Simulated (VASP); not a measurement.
AlN: single point with HSE06

Crystal: AlN.

```
CELL_PARAMETERS angstrom
3.11300 0.00000 0.00000
-1.55650 2.69594 0.00000
0.00000 0.00000 4.98100
ATOMIC_POSITIONS crystal
Al 0.66667 0.33333 0.50000
Al 0.33333 0.66667 0.00000
N 0.66667 0.33333 0.88000
N 0.33333 0.66667 0.38000
```

- Program: VASP 6.6.1
- Task: single point
- Functional: HSE06
- Potentials or basis: VASP PAW PBE potentials, release 64 (Al, N)
- Cutoff: 520 eV
- k mesh: 5 × 5 × 3
- Occupations: methfessel-paxton, width 0.05 eV
- Spin: no spin polarisation
- Dipole correction: no
- Grid for exact exchange (PRECFOCK): Normal
- Further INCAR settings: ALGO = Normal; EDIFF = 1e-06; NBANDS = 16
- Screening parameter: 0.2079 1/Å

| Quantity | Value |
| --- | --- |
| Pressure | -1.7 GPa |
| Largest force | 0.130 eV/Å |
| Band gap on the k mesh | 5.58 eV, direct |

Forces in eV/Å, atoms in the order of the input:
```
Al   0.000  0.000 -0.130
Al   0.000  0.000 -0.130
N    0.000  0.000  0.130
N    0.000  0.000  0.130
```

Stress tensor (GPa, compression positive):
```
-2.26  0.00  0.00
 0.00 -2.26  0.00
 0.00  0.00 -0.68
```

Levels at points of the mesh, in eV from the valence-band top:
| k point | band 4 | band 5 | band 6 | band 7 | band 8 | band 9 | band 10 | band 11 | band 12 | band 13 |
| --- | --- | --- | --- | --- | --- | --- | --- | --- | --- | --- |
| (0.00, 0.00, 0.00) | -0.92 | -0.92 | -0.19 | -0.19 | 0.00 | 5.58 | 8.13 | 12.46 | 12.78 | 12.78 |

Wall time 5.2 min on 1 thread of Intel(R) Xeon(R) Platinum 8488C (Sapphire Rapids) (shared host), peak memory 0.25 GiB.

Caveat: the k points lie up to 0.47 Å⁻¹ apart; the PAW data sets were made with another functional, which shifts forces and pressure a little.
